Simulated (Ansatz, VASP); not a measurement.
Nb2H3 in VASP and in Ansatz

File INCAR:

```
PREC = Accurate ; ENCUT = 600
EDIFF = 1E-6 ; ISMEAR = 0
SIGMA = 0.1 ; LREAL = False
LASPH = True ; NELM = 80
ALGO = Normal ; ISIF = 3
LWAVE = False ; LCHARG = False
GGA = PE ; IBRION = 2
NSW = 100 ; EDIFFG = -0.01
```

The input KPOINTS:

```
regular mesh
0
Gamma
  6 6 12
```

POSCAR

```
Nb2H3
1.0
    5.8656805370      0.0000000000      0.0000000000
    0.0000000000      5.8656805370      0.0000000000
    0.0000000000      0.0000000000      3.1626009731
Nb H
4 6
Direct
    0.2269942456      0.2269942456      0.0000000000
    0.7730057544      0.7730057544      0.0000000000
    0.7730057544      0.2269942456      0.0000000000
    0.2269942456      0.7730057544      0.0000000000
    0.3354837572      0.3354837572      0.5000000000
    0.6645162428      0.6645162428      0.5000000000
    0.6645162428      0.3354837572      0.5000000000
    0.3354837572      0.6645162428      0.5000000000
    0.0000000000      0.5000000000      0.0000000000
    0.5000000000      0.0000000000      0.0000000000
```

Input for Ansatz:

```yaml
crystal:
  lattice:
    - [5.865680537, 0.0, 0.0]
    - [0.0, 5.865680537, 0.0]
    - [0.0, 0.0, 3.1626009731]
  atoms:
    - { symbol: Nb, position: [0.2269942456, 0.2269942456, 0.0] }
    - { symbol: Nb, position: [0.7730057544, 0.7730057544, 0.0] }
    - { symbol: Nb, position: [0.7730057544, 0.2269942456, 0.0] }
    - { symbol: Nb, position: [0.2269942456, 0.7730057544, 0.0] }
    - { symbol: H, position: [0.3354837572, 0.3354837572, 0.5] }
    - { symbol: H, position: [0.6645162428, 0.6645162428, 0.5] }
    - { symbol: H, position: [0.6645162428, 0.3354837572, 0.5] }
    - { symbol: H, position: [0.3354837572, 0.6645162428, 0.5] }
    - { symbol: H, position: [0.0, 0.5, 0.0] }
    - { symbol: H, position: [0.5, 0.0, 0.0] }
basis:
  ecutwfc: 420
kpoints:
  mp_grid: { grid: [6, 6, 12] }
hamiltonian:
  xc: pbe
scf:
  occupations: { method: gaussian, width: 0.1 }
output:
  forces: true
  stress: true
  eigenvalues: true
relax:
  adjacent_minimum: "off"
  f_tol: 0.01
  max_steps: 80
  cell: { stress_tol: 0.05 }
```

Alike in both runs: task relaxation of cell and atoms; functional PBE; k mesh 6 × 6 × 12; occupations gaussian, width 0.1 eV; no spin polarisation.

|  | VASP | Ansatz |
| --- | --- | --- |
| version | VASP 6.6.1 | Ansatz 0.2.0 |
| potentials or method | VASP PAW PBE potentials, release 64 (Nb_sv, H), cutoff 600 eV | scalar-relativistic, plane waves, PAW |
| valence electrons in the cell | 58 | 58 |

|  | VASP | Ansatz | Ansatz less VASP |
| --- | --- | --- | --- |
| gap on the k mesh at the Fermi level, each at its own relaxed structure (eV) | none | none | - |
| relaxed volume (Å³/atom) | 10.88 | 10.90 | +0.022 |
| relaxed length of the cell vector where the two differ most in proportion (Å) | 3.155 | 3.159 | +0.0038 |

A gap of «none» marks a metal or a gap that the smearing closes.
